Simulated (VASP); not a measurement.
A run of VASP 6.6.1 is set up as follows.

INCAR

```
PREC     = Accurate       # precision mode
ENCUT    = 520            # plane-wave cutoff, eV
EDIFF    = 1E-7           # SCF threshold, eV
ISMEAR   = 0              # smearing method
SIGMA    = 0.1            # smearing width, eV
LREAL    = F              # projectors in reciprocal space
LASPH    = T              # aspherical terms in the spheres
NELM     = 150            # most SCF steps
ALGO     = Normal         # electronic algorithm
ISIF     = 2              # what is computed and relaxed
LWAVE    = F              # write WAVECAR
LCHARG   = T              # write CHGCAR
ISPIN    = 2              # spin polarisation
MAGMOM   = 1 1 0          # initial moments
LORBIT   = 11             # projections on sites
LMAXMIX  = 4              # l up to which the mixer works
GGA      = PE             # functional
LELF     = T              # ELF
LVHAR    = T            
NBANDS   = 26             # bands
```

Contents of KPOINTS:

```
regular mesh
0
Gamma
  6 6 6
```

Contents of POSCAR:

```
Nb2B
1.0
    1.6396119495      0.9466304004      4.8582596276
   -1.6396119495      0.9466304004      4.8582596276
    0.0000000000     -1.8932608009      4.8582596276
Nb B
2 1
Direct
    0.2493041898      0.2493041898      0.2493041898
    0.7506958102      0.7506958102      0.7506958102
    0.5000000000      0.5000000000      0.5000000000
```

Potentials or basis: VASP PAW PBE potentials, release 64 (Nb_sv, B).

The run is started by

```sh
$ cat potpaw_PBE.64/Nb_sv/POTCAR potpaw_PBE.64/B/POTCAR > POTCAR
$ mpirun -np 1 vasp_std > vasp.out
```

**Question.** What does it give for the net moment?

**Answer.** 0.00 μB per cell.

**Question.** What does it give for the largest force?

**Answer.** 0.014 eV/Å.

Stress tensor (GPa, compression positive):
```
-0.23  0.00  0.00
 0.00 -0.23  0.00
 0.00  0.00 -0.53
```

Caveat: the k points lie up to 0.38 Å⁻¹ apart.
